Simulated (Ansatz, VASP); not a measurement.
# Two plane-wave programs on YB6

```
Y B
1.0
     4.04114    0.00000    0.00000
     0.00000    4.04114    0.00000
     0.00000    0.00000    4.04114
Y B
1 6
Cartesian
  0.0000 0.0000 0.0000
  0.8047 2.0206 2.0206
  2.0206 0.8047 2.0206
  3.2365 2.0206 2.0206
  2.0206 3.2365 2.0206
  2.0206 2.0206 0.8047
  2.0206 2.0206 3.2365
```

Alike in both runs: task relaxation of cell and atoms; functional LDA; k mesh 10 × 10 × 10; occupations gaussian, width 0.1 eV; no spin polarisation.

|  | VASP | Ansatz |
| --- | --- | --- |
| version | VASP 6.6.1 | Ansatz 0.2.0 |
| potentials or method | VASP PAW LDA potentials, release 64 (Y_sv, B), cutoff 600 eV | scalar-relativistic, plane waves, PAW |
| valence electrons in the cell | 29 | 29 |

|  | VASP | Ansatz | Ansatz less VASP |
| --- | --- | --- | --- |
| gap on the k mesh at the Fermi level, each at its own relaxed structure (eV) | none | none | - |
| relaxed volume (Å³/atom) | 9.43 | 9.42 | -0.007 |
| relaxed length of the cell vector where the two differ most in proportion (Å) | 4.042 | 4.041 | -0.0010 |

LDA's correlation is that of Perdew and Zunger in VASP and of Perdew and Wang (1992) in Ansatz. A gap of «none» marks a metal or a gap that the smearing closes.
